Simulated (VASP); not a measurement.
# TiSi2 (Cmcm) in VASP: further runs, part 2 of 2

VASP 6.6.1.

**3. Single point, PBEsol**

This run uses another cell than the first one, of the same volume but with other edges.

The input, INCAR:

```
SYSTEM = TiSi2
PREC = Accurate
ENCUT = 520
EDIFF = 1E-6
ISMEAR = 0
SIGMA = 0.15
LREAL = .FALSE.
LASPH = .TRUE.
NELM = 100
ALGO = Normal
ISIF = 2
LWAVE = .FALSE.
LCHARG = .TRUE.
GGA = PS
LELF = .TRUE.
LVHAR = .TRUE.
NBANDS = 29
```

The input, KPOINTS:

```
Automatic mesh
0
G
  14 14 12
  0 0 0
```

The input, POSCAR:

```
TiSi2
1.0
    1.7564300929     -6.1534396703      0.0000000000
    1.7564300929      6.1534396703      0.0000000000
    0.0000000000      0.0000000000      3.5515074388
Ti Si
2 4
Direct
    0.8975108623      0.1024891377      0.7500000000
    0.1024891377      0.8975108623      0.2500000000
    0.5599809709      0.4400190291      0.7500000000
    0.4400190291      0.5599809709      0.2500000000
    0.2497198722      0.7502801278      0.7500000000
    0.7502801278      0.2497198722      0.2500000000
```

Potentials or basis: VASP PAW PBE potentials, release 64 (Ti_sv, Si).

Started as:

```bash
cat potpaw_PBE.64/Ti_sv/POTCAR potpaw_PBE.64/Si/POTCAR > POTCAR
mpirun -np 1 vasp_std > vasp.out
```

OUTCAR:

```text
SYSTEM = TiSi2
   PREC = Accurate
   ENCUT = 520
   EDIFF = 1E-6
   ISMEAR = 0
   LREAL = .FALSE.
   LASPH = .TRUE.
   NELM = 100
   ISIF = 2
   GGA = PS

 ion  position               nearest neighbor table
   1  0.898  0.102  0.750-   5 2.53   5 2.53   6 2.54   6 2.54   4 2.55   4 2.55   4 2.55   4 2.55
                             3 2.66   3 2.66
   2  0.102  0.898  0.250-   6 2.53   6 2.53   5 2.54   5 2.54   3 2.55   3 2.55   3 2.55   3 2.55
                             4 2.66   4 2.66
   3  0.560  0.440  0.750-   4 2.31   4 2.31   2 2.55   2 2.55   2 2.55   2 2.55   1 2.66   1 2.66
                             5 2.92   5 2.92   6 2.94   6 2.94
   4  0.440  0.560  0.250-   3 2.31   3 2.31   1 2.55   1 2.55   1 2.55   1 2.55   2 2.66   2 2.66
                             6 2.92   6 2.92   5 2.94   5 2.94
   5  0.250  0.750  0.750-   6 2.50   6 2.50   6 2.50   6 2.50   1 2.53   1 2.53   2 2.54   2 2.54
                             3 2.92   3 2.92   4 2.94   4 2.94
   6  0.750  0.250  0.250-   5 2.50   5 2.50   5 2.50   5 2.50   2 2.53   2 2.53   1 2.54   1 2.54
                             4 2.92   4 2.92   3 2.94   3 2.94

  LATTYP: Found a base centered orthorhombic cell.
 ALAT       =     3.5128601858
 B/A-ratio  =     3.5033786401
 C/A-ratio  =     1.0110016485

  Lattice vectors:

 A1 = (   1.7564300929,  -6.1534396703,   0.0000000000)
 A2 = (   1.7564300929,   6.1534396703,   0.0000000000)
 A3 = (   0.0000000000,   0.0000000000,   3.5515074388)

Analysis of symmetry for initial positions (statically):
=====================================================================
 Subroutine PRICEL returns:
 Original cell was already a primitive cell.

 Routine SETGRP: Setting up the symmetry group for a
 base centered orthorhombic supercell.

 Subroutine GETGRP returns: Found  8 space group operations
 (whereof  4 operations were pure point group operations)
 out of a pool of  8 trial point group operations.

The static configuration has the point symmetry C_2h.
 The point group associated with its full space group is D_2h.

[... 138 lines left out ...]
   IALGO  =     38    algorithm
   IMIX   =      4    mixing-type and parameters
     AMIX     =   0.40;   BMIX     =  1.00
     AMIX_MAG =   1.60;   BMIX_MAG =  1.00
  volume/ion in A,a.u.               =      12.80        86.34
  Fermi-wavevector in a.u.,A,eV,Ry     =   1.317339  2.489410 23.611317  1.735383
  Thomas-Fermi vector in A             =   2.447387
   LORBIT       =      0    0 simple, 1 ext, 2 COOP (PROOUT), +10 PAW based schemes
   GGA     = PS    functional components
   LHFCALC =     F    Hartree Fock is set to
   AEXX    =    0.0000 exact exchange contribution
   IVDW    =     0    specifies the selected vdW correction
   LEPSILON=     F    determine dielectric tensor
   LRPA    =     F    only Hartree local field effects (RPA)
 non-spin polarized calculation
 Gauss-broadening in eV      SIGMA  =   0.15
  energy-cutoff  :      520.00
  volume of cell :       76.77
 maximum number of plane-waves:      2096
   NGX = 23   NGY = 23   NGZ = 13

 number of electron      40.0000001 magnetization

 Free energy of the ion-electron system (eV)
  ---------------------------------------------------
  ext. energy  EPLUGINS =         0.00000000
  ---------------------------------------------------
  free energy    TOTEN  =       -43.17770482 eV

  energy without entropy =      -43.16100263  energy(sigma->0) =      -43.16935373

 E-fermi :  11.7922     XC(G=0): -12.2013

 val. band max:       11.7899295453   @ k =  -0.2857   0.2143   0.3333
 cond. band min:      11.7940670490   @ k =   0.0714   0.0000   0.4167
 fundamental gap:      0.0041375037
 Fermi energy:        11.7922088912

 k-point     1 :       0.0000    0.0000    0.0000
  band No.  band energies     occupation
      1     -44.4419      2.00000
      2     -44.4181      2.00000
      3     -20.9410      2.00000
      4     -20.9393      2.00000
      5     -20.9231      2.00000
      6     -20.8944      2.00000
[... 757 lines left out ...]
     28      15.1796      0.00000
     29      15.9052      0.00000

 [... further k-points ...]
[... 5 lines left out ...]
  --------------------------------------------------------------------------------------
  -------------------------------------------------------------------------------------
  Total        3.1033376     13.3457307      3.8156711      0.0000000     -0.0000000      0.0000000
  in kB       64.7661473    278.5232142     79.6324319      0.0000000     -0.0000000      0.0000000
  external PRESSURE =     140.9739311 kB  Pullay stress =       0.0000000 kB

 VOLUME and BASIS-vectors are now :
 -----------------------------------------------------------------------------
  energy-cutoff  :      520.00
  volume of cell :       76.77
      direct lattice vectors                 reciprocal lattice vectors
     1.756430093 -6.153439670  0.000000000     0.284668318 -0.081255367  0.000000000
     1.756430093  6.153439670  0.000000000     0.284668318  0.081255367  0.000000000
     0.000000000  0.000000000  3.551507439     0.000000000  0.000000000  0.281570577

 POSITION                                       TOTAL-FORCE (eV/Angst)
 -----------------------------------------------------------------------------------
      1.75643     -4.89212      2.66363         0.000000     -1.081841     -0.000000
      1.75643      4.89212      0.88788         0.000000      1.081841     -0.000000
      1.75643     -0.73818      2.66363         0.000000     -0.755004      0.000000
      1.75643      0.73818      0.88788         0.000000      0.755004      0.000000
      1.75643      3.08017      2.66363         0.000000      0.069366      0.000000
      1.75643     -3.08017      0.88788         0.000000     -0.069366      0.000000
 -----------------------------------------------------------------------------------
    total drift:                                0.000000     -0.000000     -0.000000

  FREE ENERGIE OF THE ION-ELECTRON SYSTEM (eV)
  ---------------------------------------------------
  free  energy   TOTEN  =       -43.1777048228 eV

  energy  without entropy=      -43.1610026350  energy(sigma->0) =      -43.16935373
```

stdout:

```text
POSCAR found type information on POSCAR TiSi
 POSCAR found :  2 types and       6 ions
 scaLAPACK will be used
 -----------------------------------------------------------------------------
|                                                                             |
|                                                                             |
|     You enforced a specific xc type in the INCAR file but a different       |
|     I HOPE YOU KNOW WHAT YOU ARE DOING!                                     |
|                                                                             |
 -----------------------------------------------------------------------------

 LDA part: xc-table for (Slater+PW92), standard interpolation
 POSCAR, INCAR and KPOINTS ok, starting setup
 FFT: planning ... GRIDC
 FFT: planning ... GRID_SOFT
 FFT: planning ... GRID
 WAVECAR not read
 entering main loop
```

Run time: 6.6 min. Hardware: 1 thread of Intel Xeon 6975P-C (Granite Rapids), shared host; peak memory 0.79 GiB.

What came out:

| Quantity | Value |
| --- | --- |
| Free energy | -43.1777 eV |
| Pressure | 14.1 GPa |
| Largest force | 1.082 eV/Å |
| Band gap on the k mesh | zero (band 20 reaches 12.16 eV, above the bottom of band 21 at 11.26 eV) |

Forces on the atoms (eV/Å):
```
Ti   0.000 -1.082  0.000
Ti   0.000  1.082  0.000
Si   0.000 -0.755  0.000
Si   0.000  0.755  0.000
Si   0.000  0.069  0.000
Si   0.000 -0.069  0.000
```

Stress tensor (GPa, compression positive):
```
 6.48  0.00  0.00
 0.00 27.85  0.00
 0.00  0.00  7.96
```

Levels at points of the mesh, in eV from the Fermi level:
```csv
k point,band 16,band 17,band 18,band 19,band 20,band 21,band 22,band 23,band 24,band 25
"(0.00, 0.00, 0.00)",-2.84,-2.44,-1.75,-1.33,0.30,0.82,0.90,1.13,1.17,1.68
"(0.50, 0.00, 0.00)",-2.30,-2.16,-1.00,-0.85,-0.68,-0.53,0.94,1.41,1.59,1.93
"(0.50, 0.50, 0.00)",-3.10,-3.02,-2.31,-0.92,0.15,0.44,0.47,1.03,1.79,2.68
"(0.00, 0.00, 0.50)",-2.87,-1.49,-1.49,-0.02,-0.02,1.53,1.53,1.55,1.55,1.71
"(0.50, 0.00, 0.50)",-4.33,-2.87,-2.87,-2.52,-2.52,1.87,1.87,1.89,1.89,3.08
"(0.50, 0.50, 0.50)",-3.14,-2.50,-2.50,-1.25,-1.25,0.65,0.65,1.65,1.65,2.92
```

Caveat: the PAW data sets were made with another functional, which shifts forces and pressure a little.
